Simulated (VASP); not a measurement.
# SrO (Fm-3m) in VASP: a series of runs

The runs below take SrO through single point, with PBE-based global hybrid with 50 % exact exchange, PBE-based screened hybrid with 20 % exact exchange, HSE06.

Program: VASP 6.6.1. These are calculated values, not measurements. Logs are shortened: lines on timing, memory, paths and dates and some standing lists are left out, and cuts for length are marked.

### 1 The cell of the first run

It takes space group Fm-3m (No. 225, cubic). The conventional cell has a = 5.160 Å, b = 5.160 Å, c = 5.160 Å, α = 90.00°, β = 90.00°, γ = 90.00°. Sr (site symmetry m-3m) has 6 O at 2.58 Å within 3.4 Å. Within 3.4 Å of O (site symmetry m-3m) lie 6 Sr at 2.58 Å.

### 2 Single point, PBE-based global hybrid with 50 % exact exchange

Input file POSCAR:

```
SrO
1.0
    0.0000000000      2.5798923266      2.5798923266
    2.5798923266      0.0000000000      2.5798923266
    2.5798923266      2.5798923266      0.0000000000
Sr O
1 1
Direct
    0.0000000000      0.0000000000      0.0000000000
    0.5000000000      0.5000000000      0.5000000000
```

Input file INCAR.step1:

```
SYSTEM = SrO
  ALGO = Normal
  EDIFF = 1E-5
  ENCUT = 520
  GGA = PE
  ISIF = 2
  ISMEAR = 0
  LASPH = .True.
  LCHARG = .False.
  LREAL = .False.
  LWAVE = .True.
  NBANDS = 15
  NELM = 60
  PREC = Accurate
  SIGMA = 0.01
```

Input file INCAR.step2:

```
SYSTEM = SrO
  AEXX = 0.5
  ALGO = Normal
  EDIFF = 1E-6
  ENCUT = 520
  GGA = PE
  ISIF = 2
  ISMEAR = 0
  ISTART = 1
  LASPH = .True.
  LCHARG = .False.
  LHFCALC = .True.
  LREAL = .False.
  LWAVE = .False.
  NBANDS = 15
  NELM = 60
  PREC = Accurate
  PRECFOCK = Normal
  SIGMA = 0.01
```

Input file KPOINTS:

```
k-points
0
Gamma
  4 4 4
  0 0 0
```

Potentials or basis: VASP PAW PBE potentials, release 64 (Sr_sv, O).

Run with:

```
cat potpaw_PBE.64/Sr_sv/POTCAR potpaw_PBE.64/O/POTCAR > POTCAR
cp INCAR.step1 INCAR
mpirun -np 1 vasp_std > vasp.out
cp INCAR.step2 INCAR
mpirun -np 1 vasp_std > vasp.out
```

OUTCAR:

```text
SYSTEM = SrO
   AEXX = 0.5
   EDIFF = 1E-6
   ENCUT = 520
   GGA = PE
   ISIF = 2
   ISMEAR = 0
   ISTART = 1
   LASPH = .True.
   LHFCALC = .True.
   LREAL = .False.
   NELM = 60
   PREC = Accurate
   PRECFOCK = Normal

 ion  position               nearest neighbor table
   1  0.000  0.000  0.000-   2 2.58   2 2.58   2 2.58   2 2.58   2 2.58   2 2.58
   2  0.500  0.500  0.500-   1 2.58   1 2.58   1 2.58   1 2.58   1 2.58   1 2.58

  LATTYP: Found a face centered cubic cell.
 ALAT       =     5.1597846532

  Lattice vectors:

 A1 = (   0.0000000000,   2.5798923266,   2.5798923266)
 A2 = (   2.5798923266,   0.0000000000,   2.5798923266)
 A3 = (   2.5798923266,   2.5798923266,   0.0000000000)

Analysis of symmetry for initial positions (statically):
=====================================================================
 Subroutine PRICEL returns:
 Original cell was already a primitive cell.

 Routine SETGRP: Setting up the symmetry group for a
 face centered cubic supercell.

 Subroutine GETGRP returns: Found 48 space group operations
 (whereof 48 operations were pure point group operations)
 out of a pool of 48 trial point group operations.

The static configuration has the point symmetry O_h .

Analysis of symmetry for dynamics (positions and initial velocities):
=====================================================================
 Subroutine PRICEL returns:
 Original cell was already a primitive cell.

 Routine SETGRP: Setting up the symmetry group for a
 face centered cubic supercell.

 Subroutine GETGRP returns: Found 48 space group operations
 (whereof 48 operations were pure point group operations)
 out of a pool of 48 trial point group operations.

The dynamic configuration has the point symmetry O_h .

 Subroutine INISYM returns: Found 48 space group operations
 (whereof 48 operations are pure point group operations),
 and found     1 'primitive' translations

----------------------------------------------------------------------------------------

                                     Primitive cell

  volume of cell :      34.3427

  direct lattice vectors                    reciprocal lattice vectors
     0.000000000  2.579892327  2.579892327    -0.193806538  0.193806538  0.193806538
     2.579892327  0.000000000  2.579892327     0.193806538 -0.193806538  0.193806538
     2.579892327  2.579892327  0.000000000     0.193806538  0.193806538 -0.193806538

  length of vectors
     3.648518718  3.648518718  3.648518718     0.335682770  0.335682770  0.335682770

  position of ions in fractional coordinates (direct lattice)
     0.000000000  0.000000000  0.000000000
     0.500000000  0.500000000  0.500000000

  ion indices of the primitive-cell ions
   primitive index   ion index
                 1           1
                 2           2

----------------------------------------------------------------------------------------

 KPOINTS: k-points

Automatic generation of k-mesh.
 Grid dimensions read from file:
 generate k-points for:    4    4    4

 Generating k-lattice:

  Cartesian coordinates                     Fractional coordinates (reciprocal lattice)
    -0.048451634  0.048451634  0.048451634     0.250000000  0.000000000  0.000000000
     0.048451634 -0.048451634  0.048451634     0.000000000  0.250000000  0.000000000
     0.048451634  0.048451634 -0.048451634     0.000000000  0.000000000  0.250000000

  Length of vectors
     0.083920693  0.083920693  0.083920693

  Shift w.r.t. Gamma in fractional coordinates (k-lattice)
     0.000000000  0.000000000  0.000000000

 Subroutine IBZKPT returns following result:
 ===========================================

 Found      8 irreducible k-points:

 Following reciprocal coordinates:
            Coordinates               Weight
  0.000000  0.000000  0.000000      1.000000
  0.250000  0.000000  0.000000      8.000000
  0.500000  0.000000  0.000000      4.000000
  0.250000  0.250000  0.000000      6.000000
  0.500000  0.250000  0.000000     24.000000
 -0.250000  0.250000  0.000000     12.000000
  0.500000  0.500000  0.000000      3.000000
 -0.250000  0.500000  0.250000      6.000000
   k-points           NKPTS =      8   k-points in BZ     NKDIM =     64   number of bands    NBANDS=     15
   number of dos      NEDOS =    301   number of ions     NIONS =      2
   total plane-waves  NPLWV =  21952
   dimension x,y,z NGX =    28 NGY =   28 NGZ =   28
   dimension x,y,z NGXF=    56 NGYF=   56 NGZF=   56
   ions per type =               1   1
   NGX,Y,Z   is equivalent  to a cutoff of  12.76, 12.76, 12.76 a.u.
   NGXF,Y,Z  is equivalent  to a cutoff of  25.52, 25.52, 25.52 a.u.
 SYSTEM =  SrO
   PREC   = accura    normal or accurate (medium, high low for compatibility)
   ISTART =      1    job   : 0-new  1-cont  2-samecut
   ICHARG =      0    charge: 1-file 2-atom 10-const
   ISPIN  =      1    spin polarized calculation?
   LNONCOLLINEAR =      F non collinear calculations
   LSORBIT =      F    spin-orbit coupling
   LASPH  =      T    aspherical Exc in radial PAW
   ENCUT  =  520.0 eV  38.22 Ry    6.18 a.u.   6.78  6.78  6.78*2*pi/ulx,y,z
   NELM   =     60;   NELMIN=  2; NELMDL=  0     # of ELM steps
   EDIFF  = 0.1E-05   stopping-criterion for ELM
   LREAL  =      F    real-space projection
   EDIFFG = 0.1E-04   stopping-criterion for IOM
   NSW    =      0    number of steps for IOM
   IBRION =     -1    ionic relax: 0-MD 1-quasi-New 2-CG
   NFREE  =      0    steps in history (QN), initial steepest desc. (CG)
   ISIF   =      2    stress and relaxation
   ISYM   =      3    0-nonsym 1-usesym 2-fastsym
   POTIM  = 0.5000    time-step for ionic-motion
   TEBEG  =    0.0;   TEEND  =   0.0 temperature during run
   PSTRESS=    0.0 pullay stress
   NELECT =      16.0000    total number of electrons
   NUPDOWN=      -1.0000    fix difference up-down
   EMIN   =  10.00;   EMAX   =-10.00  energy-range for DOS
   EFERMI =   0.00;   METHOD = LEGACY
   ISMEAR =     0;   SIGMA  =   0.01  broadening in eV -4-tet -1-fermi 0-gaus
   EFERMI_NEDOS =   21; number of points for ismear=-14 and -15
   IALGO  =     38    algorithm
   IMIX   =      1    mixing-type and parameters
     AMIX     =   0.40;   BMIX     =  1.00
     AMIX_MAG =   1.60;   BMIX_MAG =  1.00
  volume/ion in A,a.u.               =      17.17       115.88
  Fermi-wavevector in a.u.,A,eV,Ry     =   1.269122  2.398292 21.914492  1.610670
  Thomas-Fermi vector in A             =   2.402180
   LORBIT       =      0    0 simple, 1 ext, 2 COOP (PROOUT), +10 PAW based schemes
   GGA     = PE    functional components
   LHFCALC =     T    Hartree Fock is set to
   PRECFOCK=normal    Normal, Fast or Accurate (Low or Medium for compatibility)
   ENCUT4O =  -1.0   cutoff for four orbital integrals eV
   NKREDX  =     1    reduce k-point grid by
   NKREDY  =     1    reduce k-point grid by
   NKREDZ  =     1    reduce k-point grid by
   AEXX    =    0.5000 exact exchange contribution
   HFSCREEN=    0.0000 screening length (either q_TF or 0.3 A-1)
   HFSCREENC=   0.0000 screening length for correlation (either q_TF or 0.3 A-1)
   ENCUTFOCK=  -1.0 apply spherical cutoff to Coloumb kernel
   IVDW    =     0    specifies the selected vdW correction
   LEPSILON=     F    determine dielectric tensor
   LRPA    =     F    only Hartree local field effects (RPA)
 non-spin polarized calculation
 Gauss-broadening in eV      SIGMA  =   0.01
  energy-cutoff  :      520.00
  volume of cell :       34.34
 maximum number of plane-waves:       941
  NGX = 24; NGY = 24; NGZ = 24

 number of electron      15.9999998 magnetization

 Free energy of the ion-electron system (eV)
  ---------------------------------------------------
  ext. energy  EPLUGINS =         0.00000000
  ---------------------------------------------------
  free energy    TOTEN  =       -17.63291170 eV

  energy without entropy =      -17.63291170  energy(sigma->0) =      -17.63291170

 E-fermi :  -1.3051     XC(G=0):  -5.7259

 val. band max:       -1.4135502532   @ k =   0.0000   0.0000   0.0000
 cond. band min:       6.4287696105   @ k =   0.5000   0.5000   0.0000
 fundamental gap:      7.8423198637
 Fermi energy:        -1.3051005775

 k-point     1 :       0.0000    0.0000    0.0000
  band No.  band energies     occupation
      1     -37.6526      2.00000
      2     -19.4212      2.00000
      3     -16.7084      2.00000
      4     -16.7084      2.00000
      5     -16.7084      2.00000
      6      -1.4136      2.00000
      7      -1.4136      2.00000
      8      -1.4136      2.00000
      9       7.0490      0.00000
     10       9.7508      0.00000
     11       9.7508      0.00000
     12       9.7508      0.00000
     13      12.0899      0.00000
     14      12.0899      0.00000
     15      15.9210      0.00000

 k-point     2 :       0.2500    0.0000    0.0000
  band No.  band energies     occupation
      1     -37.5769      2.00000
      2     -20.0584      2.00000
      3     -16.7441      2.00000
      4     -16.7441      2.00000
      5     -16.2245      2.00000
      6      -2.7491      2.00000
      7      -2.0782      2.00000
      8      -2.0782      2.00000
      9       9.3460      0.00000
     10       9.4831      0.00000
     11      11.0144      0.00000
     12      11.0144      0.00000
     13      13.7042      0.00000
     14      13.7042      0.00000
     15      19.3033      0.00000

 k-point     3 :       0.5000    0.0000    0.0000
  band No.  band energies     occupation
      1     -37.4996      2.00000
      2     -20.5654      2.00000
      3     -16.7789      2.00000
      4     -16.7789      2.00000
      5     -15.8719      2.00000
      6      -3.7694      2.00000
      7      -2.6530      2.00000
      8      -2.6530      2.00000
      9      10.0991      0.00000
     10      11.5941      0.00000
     11      12.7667      0.00000
     12      12.7667      0.00000
     13      16.2212      0.00000
     14      16.2212      0.00000
     15      19.0512      0.00000

 k-point     4 :       0.2500    0.2500    0.0000
  band No.  band energies     occupation
      1     -37.5536      2.00000
      2     -19.8824      2.00000
      3     -16.9110      2.00000
      4     -16.9110      2.00000
      5     -16.4633      2.00000
      6      -2.9072      2.00000
      7      -1.5742      2.00000
      8      -1.5742      2.00000
      9       7.6647      0.00000
     10       9.2482      0.00000
     11      12.2946      0.00000
     12      12.2946      0.00000
     13      12.9705      0.00000
     14      14.4385      0.00000
     15      20.4491      0.00000

 k-point     5 :       0.5000    0.2500    0.0000
  band No.  band energies     occupation
      1     -37.4784      2.00000
      2     -20.0919      2.00000
      3     -17.2081      2.00000
      4     -16.9503      2.00000
      5     -16.4722      2.00000
      6      -2.7548      2.00000
      7      -2.2383      2.00000
      8      -2.1009      2.00000
      9       8.3111      0.00000
     10      11.1357      0.00000
     11      13.0017      0.00000
     12      13.6657      0.00000
     13      15.1990      0.00000
     14      16.3145      0.00000
     15      17.6600      0.00000

 k-point     6 :      -0.2500    0.2500    0.0000
  band No.  band energies     occupation
      1     -37.5021      2.00000
      2     -20.2367      2.00000
      3     -17.1818      2.00000
      4     -16.7848      2.00000
      5     -16.1206      2.00000
      6      -3.2699      2.00000
      7      -2.5466      2.00000
      8      -1.8749      2.00000
      9       9.5851      0.00000
     10      10.3601      0.00000
     11      12.0283      0.00000
     12      12.5158      0.00000
     13      15.4923      0.00000
     14      16.0363      0.00000
     15      18.1711      0.00000

 k-point     7 :       0.5000    0.5000    0.0000
  band No.  band energies     occupation
      1     -37.4569      2.00000
      2     -19.3874      2.00000
      3     -17.7667      2.00000
      4     -17.1129      2.00000
      5     -17.1129      2.00000
      6      -1.9601      2.00000
      7      -1.5350      2.00000
      8      -1.5350      2.00000
      9       6.4288      0.00000
     10      11.4842      0.00000
     11      13.9824      0.00000
     12      14.1344      0.00000
     13      15.2466      0.00000
     14      15.2466      0.00000
     15      17.5825      0.00000

 k-point     8 :      -0.2500    0.5000    0.2500
  band No.  band energies     occupation
      1     -37.4547      2.00000
      2     -19.8360      2.00000
      3     -17.4465      2.00000
      4     -17.4465      2.00000
      5     -16.3677      2.00000
      6      -2.6727      2.00000
      7      -1.9106      2.00000
      8      -1.9106      2.00000
      9       9.4275      0.00000
     10       9.4275      0.00000
     11      12.4210      0.00000
     12      15.2678      0.00000
     13      15.5441      0.00000
     14      16.6269      0.00000
     15      18.6402      0.00000

------------------------ aborting loop because EDIFF is reached ----------------------------------------

  FORCE on cell =-STRESS in cart. coord.  units (eV):
  Direction    XX          YY          ZZ          XY          YZ          ZX
  --------------------------------------------------------------------------------------
  -------------------------------------------------------------------------------------
  Total       -0.4849783     -0.4849783     -0.4849783      0.0000000      0.0000000      0.0000000
  in kB      -22.6254992    -22.6254992    -22.6254992      0.0000000      0.0000000      0.0000000
  external PRESSURE =     -22.6254992 kB  Pullay stress =       0.0000000 kB

 VOLUME and BASIS-vectors are now :
 -----------------------------------------------------------------------------
  energy-cutoff  :      520.00
  volume of cell :       34.34
      direct lattice vectors                 reciprocal lattice vectors
     0.000000000  2.579892327  2.579892327    -0.193806538  0.193806538  0.193806538
     2.579892327  0.000000000  2.579892327     0.193806538 -0.193806538  0.193806538
     2.579892327  2.579892327  0.000000000     0.193806538  0.193806538 -0.193806538

 POSITION                                       TOTAL-FORCE (eV/Angst)
 -----------------------------------------------------------------------------------
      0.00000      0.00000      0.00000         0.000000      0.000000      0.000000
      2.57989      2.57989      2.57989         0.000000      0.000000      0.000000
 -----------------------------------------------------------------------------------
    total drift:                                0.000000     -0.000000      0.000000

  FREE ENERGIE OF THE ION-ELECTRON SYSTEM (eV)
  ---------------------------------------------------
  free  energy   TOTEN  =       -17.6329116984 eV

  energy  without entropy=      -17.6329116984  energy(sigma->0) =      -17.63291170
```

It took 5.8 min on 1 thread of Intel Xeon Platinum 8259CL at 2.50GHz (Skylake/Cascade Lake), shared host; peak memory 0.17 GiB.

Results:

```yaml
Free_energy: -17.6329 eV
Pressure: -2.3 GPa
Band_gap_on_the_k_mesh: 7.84 eV (least direct gap 7.96 eV)
```

Caveat: the k points lie up to 0.53 Å⁻¹ apart; the PAW data sets were made with another functional, which shifts forces and pressure a little. A k mesh can miss the band edges.

### 3 Single point, PBE-based screened hybrid with 20 % exact exchange

POSCAR is that of step 2.

Input file INCAR.step1:

```
PREC = Accurate
ENCUT = 520
EDIFF = 1E-5
ISMEAR = 0
SIGMA = 0.01
LREAL = F
LASPH = T
NELM = 60
ALGO = Normal
ISIF = 2
LWAVE = T
GGA = PE
NBANDS = 15
```

Input file INCAR.step2:

```
PREC = Accurate
ENCUT = 520
EDIFF = 1E-6
ISMEAR = 0
SIGMA = 0.01
LREAL = F
LASPH = T
NELM = 60
ALGO = Normal
ISIF = 2
LWAVE = F
LCHARG = T
GGA = PE
LHFCALC = T
AEXX = 0.2
HFSCREEN = 0.5
PRECFOCK = Normal
LELF = T
LVHAR = T
ISTART = 1
NBANDS = 15
```

Input file KPOINTS:

```
regular mesh
0
Gamma
  4 4 4
```

Potentials or basis: VASP PAW PBE potentials, release 64 (Sr_sv, O).

Run with:

```
cat potpaw_PBE.64/Sr_sv/POTCAR potpaw_PBE.64/O/POTCAR > POTCAR
cp INCAR.step1 INCAR
mpirun -np 1 vasp_std > vasp.out
cp INCAR.step2 INCAR
mpirun -np 1 vasp_std > vasp.out
```

Wall time 5 min (1 thread of Intel Xeon Platinum 8259CL at 2.50GHz (Skylake/Cascade Lake), shared host); peak memory 0.26 GiB.

Results (log left out):

```yaml
Free_energy: -13.1794 eV
Pressure: 0.9 GPa
Band_gap_on_the_k_mesh: 3.93 eV (least direct gap 4.03 eV)
```

Levels at points of the mesh, in eV from the valence-band top:
| k point | band 5 | band 6 | band 7 | band 8 | band 9 | band 10 | band 11 | band 12 |
| --- | --- | --- | --- | --- | --- | --- | --- | --- |
| (0.00, 0.00, 0.00) | -14.50 | 0.00 | 0.00 | 0.00 | 4.60 | 6.93 | 6.93 | 6.93 |
| (0.50, 0.00, 0.00) | -13.49 | -2.15 | -1.13 | -1.13 | 7.26 | 9.08 | 9.64 | 9.64 |
| (0.50, 0.50, 0.00) | -14.86 | -0.45 | -0.10 | -0.10 | 3.93 | 8.54 | 10.98 | 11.12 |

Caveat: the k points lie up to 0.53 Å⁻¹ apart; the PAW data sets were made with another functional, which shifts forces and pressure a little. A k mesh can miss the band edges.

### 4 Single point, HSE06

POSCAR is that of step 3.

Input file INCAR.step1:

```
PREC = Accurate
ENCUT = 520
EDIFF = 1E-5
ISMEAR = 0
SIGMA = 0.01
LREAL = False
LASPH = True
NELM = 100
ALGO = Normal
ISIF = 2
LWAVE = True
LCHARG = False
GGA = PE
ISYM = 0
NBANDS = 15
```

Input file INCAR.step2:

```
PREC = Accurate
ENCUT = 520
EDIFF = 1E-7
ISMEAR = 0
SIGMA = 0.01
LREAL = False
LASPH = True
NELM = 100
ALGO = Normal
ISIF = 2
LWAVE = False
LCHARG = False
GGA = PE
LHFCALC = True
HFSCREEN = 0.2079
PRECFOCK = Normal
ISTART = 1
ISYM = 0
NBANDS = 15
```

Input file KPOINTS:

```
Automatic mesh
0
Gamma
  4 4 4
```

Run with:

```
cat potpaw_PBE.64/Sr_sv/POTCAR potpaw_PBE.64/O/POTCAR > POTCAR
cp INCAR.step1 INCAR
mpirun -np 1 vasp_std > vasp.out
cp INCAR.step2 INCAR
mpirun -np 1 vasp_std > vasp.out
```

Run time: 26 min. Hardware: 1 thread of Intel Xeon Platinum 8259CL at 2.50GHz (Skylake/Cascade Lake), shared host; peak memory 0.28 GiB.

Results (log left out):

| Property | Result |
| --- | --- |
| Free energy | -14.1816 eV |
| Pressure | 0.2 GPa |
| Band gap on the k mesh | 4.74 eV (least direct gap 4.85 eV) |

Levels at points of the mesh, in eV from the valence-band top:
```csv
k point,band 6,band 7,band 8,band 9,band 10,band 11
"(0.00, 0.00, 0.00)",0.00,0.00,0.00,5.39,7.84,7.84
"(0.50, 0.00, 0.00)",-2.24,-1.18,-1.18,8.20,9.90,10.64
"(0.00, 0.50, 0.00)",-2.24,-1.18,-1.18,8.20,9.90,10.64
"(0.00, 0.00, 0.50)",-2.24,-1.18,-1.18,8.20,9.90,10.64
"(0.50, 0.50, 0.50)",-2.24,-1.18,-1.18,8.20,9.90,10.64
"(0.50, 0.50, 0.00)",-0.50,-0.11,-0.11,4.74,9.48,11.97
"(0.00, 0.50, 0.50)",-0.50,-0.11,-0.11,4.74,9.48,11.97
"(0.50, 0.00, 0.50)",-0.50,-0.11,-0.11,4.74,9.48,11.97
```

Caveat: the k points lie up to 0.53 Å⁻¹ apart; the PAW data sets were made with another functional, which shifts forces and pressure a little. A k mesh can miss the band edges.

### 5 Summary

```csv
level,share of exact exchange,screening parameter,gap on the mesh (eV),pressure (GPa)
PBE-based global hybrid with 50 % exact exchange,0.5,-,7.84,-2.3
PBE-based screened hybrid with 20 % exact exchange,0.2,0.5 1/Å,3.93,0.9
HSE06,0.25,0.2079 1/Å,4.74,0.2
```

Alike in all rows: task single point; potentials or basis VASP PAW PBE potentials, release 64 (Sr_sv, O); no spin polarisation; cell as given; k mesh 4 × 4 × 4; cutoff (eV) 520; smearing gaussian 0.01 eV.

Caveats: all runs use coarse meshes; the PAW data sets were made with another functional, which shifts forces and pressure a little.

Absolute energies hang on the potentials; compare differences alone.
